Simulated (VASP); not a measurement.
# Mn2Al2Cu (I4mm) in VASP: a series of runs

Runs on Mn2Al2Cu. Level: PBEsol. Tasks: single point.

Everything below comes from runs of VASP 6.6.1. Logs are shortened: lines on timing, memory, paths and dates and some standing lists are left out, and cuts for length are marked.

## Step 1: The cell of the first run

Symmetry: I4mm, No. 107, tetragonal system. The conventional cell has a = 2.737 Å, b = 2.737 Å, c = 17.038 Å, α = 90.00°, β = 90.00°, γ = 90.00°. Within 3.4 Å of Cu (site symmetry 4mm) lie 4 Al at 2.57 Å and 5 Mn at 2.61 to 3.02 Å and 4 Cu at 2.74 Å. Mn (site symmetry 4mm) has 8 Mn at 2.32 to 2.74 Å and 4 Cu at 2.61 Å and 1 Al at 2.90 Å within 3.1 Å. Mn (site symmetry 4mm) has 8 Mn at 2.32 to 2.74 Å and 4 Al at 2.53 Å and 1 Cu at 3.02 Å within 3.1 Å. Within 3.3 Å of Al (site symmetry 4mm) lie 5 Mn at 2.53 to 2.90 Å and 8 Al at 2.74 to 2.90 Å. Within 3.5 Å of Al (site symmetry 4mm) lie 4 Cu at 2.57 Å and 8 Al at 2.74 to 2.90 Å and 1 Mn at 3.45 Å.

## Step 2: Single point, PBEsol, collinear spin, ferromagnetic start

Contents of INCAR:

```
  PREC = Accurate
  ENCUT = 520
  EDIFF = 1E-6
  ISMEAR = -1
  SIGMA = 0.05
  LREAL = False
  LASPH = True
  NELM = 150
  ALGO = Normal
  ISIF = 2
  LWAVE = False
  LCHARG = True
  ISPIN = 2
  MAGMOM = 0.753488 5.02326 5.02326 0 0
  LORBIT = 11
  NUPDOWN = 10.8
  LMAXMIX = 4
  GGA = PS
  LELF = True
  LVHAR = True
  NBANDS = 34
```

Contents of KPOINTS:

```
Automatic mesh
0
Gamma
  11 11 11
```

Contents of POSCAR:

```
Mn2Al2Cu
1.0
   -1.3685920000      1.3685920000      8.5189360000
    1.3685920000     -1.3685920000      8.5189360000
    1.3685920000      1.3685920000     -8.5189360000
Cu Mn Al
1 2 2
Direct
    0.9907910000      0.9907910000      0.0000000000
    0.3879100000      0.3879100000      0.0000000000
    0.8133490000      0.8133490000      0.0000000000
    0.2175480000      0.2175480000      0.0000000000
    0.5904020000      0.5904020000      0.0000000000
```

Potentials or basis: VASP PAW PBE potentials, release 64 (Cu, Mn_pv, Al).

Run with:

```console
$ cat potpaw_PBE.64/Cu/POTCAR potpaw_PBE.64/Mn_pv/POTCAR potpaw_PBE.64/Al/POTCAR > POTCAR
$ mpirun -np 1 vasp_std > vasp.out
```

OUTCAR:

```text
PREC = Accurate
   ENCUT = 520
   EDIFF = 1E-6
   ISMEAR = -1
   LREAL = False
   LASPH = True
   NELM = 150
   ISIF = 2
   ISPIN = 2
   LORBIT = 11
   NUPDOWN = 10.8
   GGA = PS

 ion  position               nearest neighbor table
   1  0.991  0.991  0.000-   5 2.57   5 2.57   5 2.57   5 2.57   2 2.61   2 2.61   2 2.61   2 2.61

   2  0.388  0.388  0.000-   3 2.32   3 2.32   3 2.32   3 2.32   1 2.61   1 2.61   1 2.61   1 2.61
                             4 2.90
   3  0.813  0.813  0.000-   2 2.32   2 2.32   2 2.32   2 2.32   4 2.53   4 2.53   4 2.53   4 2.53

   4  0.218  0.218  0.000-   3 2.53   3 2.53   3 2.53   3 2.53   2 2.90   5 2.90   5 2.90   5 2.90
                             5 2.90
   5  0.590  0.590  0.000-   1 2.57   1 2.57   1 2.57   1 2.57   4 2.90   4 2.90   4 2.90   4 2.90

  LATTYP: Found a body centered tetragonal cell.
 ALAT       =     2.7371840000
 C/A-ratio  =     6.2245987117

  Lattice vectors:

 A1 = (  -1.3685920000,   1.3685920000,   8.5189360000)
 A2 = (   1.3685920000,  -1.3685920000,   8.5189360000)
 A3 = (   1.3685920000,   1.3685920000,  -8.5189360000)

Analysis of symmetry for initial positions (statically):
=====================================================================
 Subroutine PRICEL returns:
 Original cell was already a primitive cell.

 Routine SETGRP: Setting up the symmetry group for a
 body centered tetragonal supercell.

 Subroutine GETGRP returns: Found  8 space group operations
 (whereof  8 operations were pure point group operations)
 out of a pool of 16 trial point group operations.

The static configuration has the point symmetry C_4v.

Analysis of symmetry for dynamics (positions and initial velocities):
=====================================================================
 Subroutine PRICEL returns:
 Original cell was already a primitive cell.

 Routine SETGRP: Setting up the symmetry group for a
 body centered tetragonal supercell.

 Subroutine GETGRP returns: Found  8 space group operations
 (whereof  8 operations were pure point group operations)
 out of a pool of 16 trial point group operations.

The dynamic configuration has the point symmetry C_4v.

Analysis of structural, dynamic, and magnetic symmetry:
=====================================================================
 Subroutine PRICEL returns:
 Original cell was already a primitive cell.

 Routine SETGRP: Setting up the symmetry group for a
 body centered tetragonal supercell.

 Subroutine GETGRP returns: Found  8 space group operations
 (whereof  8 operations were pure point group operations)
 out of a pool of 16 trial point group operations.

The overall configuration has the point symmetry C_4v.

 Subroutine INISYM returns: Found  8 space group operations
 (whereof  8 operations are pure point group operations),
 and found     1 'primitive' translations

----------------------------------------------------------------------------------------

                                     Primitive cell

  volume of cell :      63.8254

  direct lattice vectors                    reciprocal lattice vectors
    -1.368592000  1.368592000  8.518936000     0.000000000  0.365338976  0.058692776
     1.368592000 -1.368592000  8.518936000     0.365338976  0.000000000  0.058692776
     1.368592000  1.368592000 -8.518936000     0.365338976  0.365338976  0.000000000

  length of vectors
     8.736037929  8.736037929  8.736037929     0.370023525  0.370023525  0.516667335

  position of ions in fractional coordinates (direct lattice)
     0.990791000  0.990791000  0.000000000
     0.387910000  0.387910000  0.000000000
     0.813349000  0.813349000  0.000000000
     0.217548000  0.217548000  0.000000000
     0.590402000  0.590402000  0.000000000

  ion indices of the primitive-cell ions
   primitive index   ion index
                 1           1
                 2           2
                 3           3
                 4           4
                 5           5

----------------------------------------------------------------------------------------

 KPOINTS: Automatic mesh

Automatic generation of k-mesh.
 Grid dimensions read from file:
 generate k-points for:   11   11   11

 Generating k-lattice:

  Cartesian coordinates                     Fractional coordinates (reciprocal lattice)
     0.000000000  0.033212634  0.005335707     0.090909091  0.000000000 -0.000000000
     0.033212634  0.000000000  0.005335707     0.000000000  0.090909091 -0.000000000
     0.033212634  0.033212634  0.000000000     0.000000000  0.000000000  0.090909091

  Length of vectors
     0.033638502  0.033638502  0.046969758

  Shift w.r.t. Gamma in fractional coordinates (k-lattice)
     0.000000000  0.000000000  0.000000000

 Subroutine IBZKPT returns following result:
 ===========================================

 Found    126 irreducible k-points:

 Following reciprocal coordinates:
            Coordinates               Weight
  0.000000  0.000000  0.000000      1.000000
  0.090909  0.000000 -0.000000      8.000000
  0.181818  0.000000  0.000000      8.000000
  0.272727  0.000000 -0.000000      8.000000
  0.363636  0.000000 -0.000000      8.000000
  0.454545  0.000000 -0.000000      8.000000
[... 16 lines left out ...]
 -0.272727  0.181818  0.000000     16.000000
 -0.181818  0.181818  0.000000      4.000000
 [... further k-points ...]
   k-points           NKPTS =    126   k-points in BZ     NKDIM =    126   number of bands    NBANDS=     34
   number of dos      NEDOS =    301   number of ions     NIONS =      5
   total plane-waves  NPLWV = 343000
   dimension x,y,z NGX =    70 NGY =   70 NGZ =   70
   dimension x,y,z NGXF=   140 NGYF=  140 NGZF=  140
   ions per type =               1   2   2
   NGX,Y,Z   is equivalent  to a cutoff of  13.32, 13.32, 13.32 a.u.
   NGXF,Y,Z  is equivalent  to a cutoff of  26.64, 26.64, 26.64 a.u.
 SYSTEM =  unknown system
   PREC   = accura    normal or accurate (medium, high low for compatibility)
   ISTART =      0    job   : 0-new  1-cont  2-samecut
   ICHARG =      2    charge: 1-file 2-atom 10-const
   ISPIN  =      2    spin polarized calculation?
   LNONCOLLINEAR =      F non collinear calculations
   LSORBIT =      F    spin-orbit coupling
   LASPH  =      T    aspherical Exc in radial PAW
   ENCUT  =  520.0 eV  38.22 Ry    6.18 a.u.  16.24 16.24 16.24*2*pi/ulx,y,z
   NELM   =    150;   NELMIN=  2; NELMDL= -5     # of ELM steps
   EDIFF  = 0.1E-05   stopping-criterion for ELM
   LREAL  =      F    real-space projection
[... 7 lines left out ...]
   TEBEG  =    0.0;   TEEND  =   0.0 temperature during run
   PSTRESS=    0.0 pullay stress
   NELECT =      43.0000    total number of electrons
   NUPDOWN=      10.8000    fix difference up-down
   EMIN   =  10.00;   EMAX   =-10.00  energy-range for DOS
   EFERMI =   0.00;   METHOD = LEGACY
   ISMEAR =    -1;   SIGMA  =   0.05  broadening in eV -4-tet -1-fermi 0-gaus
   EFERMI_NEDOS =   21; number of points for ismear=-14 and -15
   IALGO  =     38    algorithm
   IMIX   =      4    mixing-type and parameters
     AMIX     =   0.40;   BMIX     =  1.00
     AMIX_MAG =   1.60;   BMIX_MAG =  1.00
  volume/ion in A,a.u.               =      12.77        86.14
  Fermi-wavevector in a.u.,A,eV,Ry     =   1.435159  2.712056 28.023647  2.059680
  Thomas-Fermi vector in A             =   2.554488
   LORBIT       =     11    0 simple, 1 ext, 2 COOP (PROOUT), +10 PAW based schemes
   GGA     = PS    functional components
   LHFCALC =     F    Hartree Fock is set to
   AEXX    =    0.0000 exact exchange contribution
   IVDW    =     0    specifies the selected vdW correction
   LEPSILON=     F    determine dielectric tensor
   LRPA    =     F    only Hartree local field effects (RPA)
 spin polarized calculation
  energy-cutoff  :      520.00
  volume of cell :       63.83
 maximum number of plane-waves:      1739
 NGX is ok and might be reduce to    70
   NGX = 33   NGY = 33   NGZ = 33

 number of electron      43.0000006 magnetization      10.8000002

 Free energy of the ion-electron system (eV)
  ---------------------------------------------------
  ext. energy  EPLUGINS =         0.00000000
  ---------------------------------------------------
  free energy    TOTEN  =       -25.49487169 eV

  energy without entropy =      -25.46637717  energy(sigma->0) =      -25.48062443

 E-fermi :   7.7760     XC(G=0): -12.1208

 val. band max:       11.6221998183   @ k =  -0.1818  -0.3636   0.0909
 cond. band min:       7.7831637412   @ k =  -0.3636   0.1818   0.0000
 fundamental gap:     -3.8390360771
 Fermi energy:        11.6334283161

 spin component 1

 k-point     1 :       0.0000    0.0000    0.0000
  band No.  band energies     occupation
      1     -40.5447      1.00000
      2     -40.3976      1.00000
      3     -40.3976      1.00000
      4     -40.2048      1.00000
      5     -39.9602      1.00000
      6     -39.9602      1.00000
[... 853 lines left out ...]
     32      17.9808      0.00000
     33      18.3813      0.00000

 [... further k-points ...]

 spin component 2

 k-point     1 :       0.0000    0.0000    0.0000
  band No.  band energies     occupation
      1     -36.5484      1.00000
      2     -36.4445      1.00000
      3     -36.4445      1.00000
      4     -36.1564      1.00000
      5     -35.9795      1.00000
      6     -35.9795      1.00000
[... 853 lines left out ...]
     32      19.4041      0.00000
     33      19.9470      0.00000

 [... further k-points ...]

 [bands above 33 left out]

------------------------ aborting loop because EDIFF is reached ----------------------------------------

  FORCE on cell =-STRESS in cart. coord.  units (eV):
  Direction    XX          YY          ZZ          XY          YZ          ZX
  --------------------------------------------------------------------------------------
  -------------------------------------------------------------------------------------
  Total       16.6424444     16.6424444     13.9348372      0.0000000      0.0000000      0.0000000
  in kB      417.7672160    417.7672160    349.7994647      0.0000000      0.0000000      0.0000000
  external PRESSURE =     395.1112989 kB  Pullay stress =       0.0000000 kB

 VOLUME and BASIS-vectors are now :
 -----------------------------------------------------------------------------
  energy-cutoff  :      520.00
  volume of cell :       63.83
      direct lattice vectors                 reciprocal lattice vectors
    -1.368592000  1.368592000  8.518936000     0.000000000  0.365338976  0.058692776
     1.368592000 -1.368592000  8.518936000     0.365338976  0.000000000  0.058692776
     1.368592000  1.368592000 -8.518936000     0.365338976  0.365338976  0.000000000

 POSITION                                       TOTAL-FORCE (eV/Angst)
 -----------------------------------------------------------------------------------
      0.00000      0.00000     16.88097        -0.000000     -0.000000      0.046531
      0.00000      0.00000      6.60916         0.000000      0.000000      5.891044
      0.00000      0.00000     13.85774        -0.000000     -0.000000     -4.219987
      0.00000      0.00000      3.70655         0.000000      0.000000     -1.889984
      0.00000      0.00000     10.05919        -0.000000     -0.000000      0.172396
 -----------------------------------------------------------------------------------
    total drift:                                0.000002      0.000002     -0.002069

  FREE ENERGIE OF THE ION-ELECTRON SYSTEM (eV)
  ---------------------------------------------------
  free  energy   TOTEN  =       -25.4948716929 eV

  energy  without entropy=      -25.4663771700  energy(sigma->0) =      -25.48062443

 total charge

# of ion       s       p       d       tot
------------------------------------------
    1        0.491   0.460   9.091  10.042
    2        0.425   6.390   5.092  11.906
    3        0.440   6.433   5.172  12.044
    4        0.433   0.410   0.000   0.843
    5        0.416   0.369   0.000   0.785
--------------------------------------------------
tot          2.204  14.062  19.354  35.621

 magnetization (x)

# of ion       s       p       d       tot
------------------------------------------
    1        0.058   0.159   0.363   0.581
    2        0.041   0.167   3.861   4.069
    3        0.047   0.175   3.639   3.861
    4        0.048   0.125   0.000   0.173
    5        0.086   0.140   0.000   0.226
--------------------------------------------------
tot          0.281   0.766   7.863   8.909
```

Wall time 60 min (1 thread of AMD EPYC 9R45 (Zen 5), shared host); peak memory 1.2 GiB.

What came out:

```yaml
Free_energy: -25.4949 eV
Pressure: 39.5 GPa
Largest_force: 5.891 eV/Å
Net_moment: 10.80 μB per cell
Site_moments: Cu +0.58; Mn +4.07, +3.86; Al +0.17, +0.23 μB
Valence_electrons_inside_the_program's_atomic_spheres: Cu 10.04; Mn 11.91, 12.04; Al 0.84, 0.79
```

Forces on the atoms (eV/Å):
```
Cu   0.000  0.000  0.047
Mn   0.000  0.000  5.891
Mn   0.000  0.000 -4.220
Al   0.000  0.000 -1.890
Al   0.000  0.000  0.172
```

Stress tensor (GPa, compression positive):
```
41.78  0.00  0.00
 0.00 41.78  0.00
 0.00  0.00 34.98
```

Caveat: the stress differs along the axes, from 35 to 42 GPa; the PAW data sets were made with another functional, which shifts forces and pressure a little; the total moment is fixed, so each spin has its own Fermi level and the state may be an excited one.

(Part 1 of 2 ends here.)
